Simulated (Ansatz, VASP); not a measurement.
## Al: VASP beside Ansatz

```xyz
4
Lattice="2.8271 0.0000 0.0000 -1.4135 2.4483 0.0000 0.0000 0.0000 9.2779" Properties=species:S:1:pos:R:3 pbc="T T T"
Al    1.4135    0.8161    6.9584
Al    0.0000    0.0000    4.6389
Al    0.0000    1.6322    2.3195
Al    0.0000    0.0000    0.0000
```

Alike in both runs: functional PBEsol; k mesh 9 × 9 × 3; occupations fermi-dirac, width 0.05 eV; no spin polarisation.

|  | VASP | Ansatz |
| --- | --- | --- |
| version | VASP 6.6.1 | Ansatz 0.2.0 |
| potentials or method | VASP PAW PBE potentials, release 64 (Al) | Ansatz PAW |
| plane-wave cutoff (eV) | 520 | 420 |
| valence electrons in the cell | 12 | 12 |
| task | single point | band structure |

```csv
,VASP,Ansatz,Ansatz less VASP
gap on the k mesh at the Fermi level (eV),none,none,-
pressure (GPa),0.8,0.8,-0.07
"traceless stress, the component that is largest in VASP (GPa)",1.43,1.44,+0.008
```

VASP's potentials were made for PBE, not for PBEsol. A gap of «none» marks a metal or a gap that the smearing closes.
